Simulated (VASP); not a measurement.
Input of a VASP 6.6.1 run:

INCAR

```
PREC = Accurate
ENCUT = 520
EDIFF = 1E-6
ISMEAR = -1
SIGMA = 0.05
LREAL = F
LASPH = T
NELM = 60
ALGO = Normal
ISIF = 2
LWAVE = F
LCHARG = F
GGA = PE
NBANDS = 19
```

File KPOINTS:

```
Automatic mesh
0
Gamma
  8 8 6
```

POSCAR

```
LiCaSc
1.0
    3.9279514709      0.0000000000      0.0000000000
   -1.9639757355      3.4017057546      0.0000000000
    0.0000000000      0.0000000000      4.2153494573
Li Ca Sc
1 1 1
Direct
    0.0000000000      0.0000000000      0.5000000000
    0.6666666700      0.3333333300      0.0000000000
    0.3333333300      0.6666666700      0.5000000000
```

Potentials or basis: VASP PAW PBE potentials, release 64 (Li_sv, Ca_sv, Sc_sv).

Launch:

```console
$ cat potpaw_PBE.64/Li_sv/POTCAR potpaw_PBE.64/Ca_sv/POTCAR potpaw_PBE.64/Sc_sv/POTCAR > POTCAR
$ mpirun -np 1 vasp_std > vasp.out
```

Task: What does it give for the band gap on the k mesh?

Result: Zero (band 12 reaches 4.38 eV, above the bottom of band 13 at 3.85 eV).
